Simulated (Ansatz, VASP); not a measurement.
One calculation of CdF2, two programs

POSCAR

```
CdF2
1.0
    0.0000000000      2.6405685300      2.6405685300
    2.6405685300      0.0000000000      2.6405685300
    2.6405685300      2.6405685300      0.0000000000
Cd F
1 2
Direct
    0.0000000000      0.0000000000      0.0000000000
    0.2500000000      0.2500000000      0.2500000000
    0.7500000000      0.7500000000      0.7500000000
```

INCAR.step1

```
SYSTEM = CdF2
PREC = Accurate
ENCUT = 520
ISMEAR = -1
SIGMA = 0.02
LREAL = .False.
LASPH = .True.
NELM = 100
GGA = PE
ALGO = Normal
EDIFF = 1E-4
LWAVE = .True.
LCHARG = .False.
```

The input INCAR.step2:

```
SYSTEM = CdF2
PREC = Accurate
ENCUT = 520
EDIFF = 1E-6
ISMEAR = -1
SIGMA = 0.02
LREAL = .False.
LASPH = .True.
NELM = 100
ALGO = Normal
ISIF = 2
LWAVE = .False.
LCHARG = .False.
METAGGA = R2SCAN
LMIXTAU = .True.
IBRION = 2
NSW = 50
EDIFFG = -0.01
ISTART = 1
```

KPOINTS

```
regular mesh
0
Gamma
  10 10 10
  0 0 0
```

Input for Ansatz:

```yaml
crystal:
  lattice:
    - [0.0, 2.64056853, 2.64056853]
    - [2.64056853, 0.0, 2.64056853]
    - [2.64056853, 2.64056853, 0.0]
  atoms:
    - { symbol: Cd, position: [0.0, 0.0, 0.0] }
    - { symbol: F, position: [0.25, 0.25, 0.25] }
    - { symbol: F, position: [0.75, 0.75, 0.75] }
  symmetry: { tolerance: 0.0003 }
hamiltonian:
  xc: r2scan
  pseudopotentials: { kind: paw, azcp: { folder: soft_1 } }
basis:
  ecutwfc: 500
magnetization:
  spin_polarized: false
scf:
  occupations: { method: fermi_dirac, width: 0.02 }
kpoints:
  mp_grid: { grid: [10, 10, 10], shift: [0, 0, 0] }
  band_path:
    path:
      - [0.0, 0.0, 0.0]
      - [0.5, 0.0, 0.5]
      - [0.625, 0.25, 0.625]
      - [0.375, 0.375, 0.75]
      - [0.0, 0.0, 0.0]
      - [0.5, 0.5, 0.5]
      - [0.5, 0.25, 0.75]
      - [0.5, 0.0, 0.5]
    npoints: 10
output:
  forces: true
  stress: true
  eigenvalues: true
  write_potential: true
  elf: true
  volumetric_format: npy
  dos: { e_range: [-12, 8], de: 0.05 }
relax:
  max_steps: 30
```

Alike in both runs: task relaxation of the atoms; functional r2SCAN; k mesh 10 × 10 × 10; occupations fermi-dirac, width 0.02 eV; no spin polarisation.

|  | VASP | Ansatz |
| --- | --- | --- |
| version | VASP 6.6.1 | Ansatz 0.2.0 |
| potentials or method | VASP PAW PBE potentials, release 64 (Cd, F), cutoff 520 eV | PAW plane waves |
| valence electrons in the cell | 26 | 34 |

|  | VASP | Ansatz | Ansatz less VASP |
| --- | --- | --- | --- |
| gap on the k mesh at the Fermi level, each at its own relaxed structure (eV) | 3.98 | 4.02 | +0.043 |

VASP's potentials were made for PBE, not for r2SCAN. VASP's potentials hold 26 valence electrons a cell and Ansatz's 34, so a difference there can come from the potentials and not from the codes. Ansatz's warnings: stress scf threshold loose.

Noted on VASP's run: the relaxation stopped at its first step, so nothing moved.
